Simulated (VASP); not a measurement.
A run of VASP 6.6.1:

The input INCAR:

```
PREC     = Accurate       # precision mode
ENCUT    = 520            # plane-wave cutoff, eV
EDIFF    = 1E-6           # SCF threshold, eV
ISMEAR   = 0              # smearing method
SIGMA    = 0.05           # smearing width, eV
LREAL    = False          # projectors in reciprocal space
LASPH    = True           # aspherical terms in the spheres
NELM     = 60             # most SCF steps
ALGO     = Normal         # electronic algorithm
ISIF     = 2              # what is computed and relaxed
LWAVE    = False          # write WAVECAR
LCHARG   = True           # write CHGCAR
GGA      = PS             # functional
IVDW     = 12             # dispersion correction
LELF     = True           # ELF
LVHAR    = True         
NBANDS   = 20             # bands
```

File KPOINTS:

```
Automatic mesh
0
Gamma
  12 12 2
```

POSCAR

```
WS2
1.0
    3.1239380587      0.0000000000      0.0000000000
   -1.5619690294      2.7054097187      0.0000000000
    0.0000000000      0.0000000000     16.9375357456
W S
1 2
Direct
    0.3333333333      0.6666666667      0.0012108228
    0.6423383994      0.3333333333      0.9036795921
    0.6909949339      0.3333333333      0.0893772491
```

Potentials or basis: VASP PAW PBE potentials, release 64 (W_sv, S).

The run is started by

```console
$ cat potpaw_PBE.64/W_sv/POTCAR potpaw_PBE.64/S/POTCAR > POTCAR
$ mpirun -np 1 vasp_std > vasp.out
```

Hardware: 1 thread of Oxide Virtual Turin-like Processor, with other jobs on the host.

Estimate the wall time of this run.

It took 11 min on 1 thread of Oxide Virtual Turin-like Processor (shared host), peak memory 0.5 GiB. Counts: scf iterations 22, k points 148.
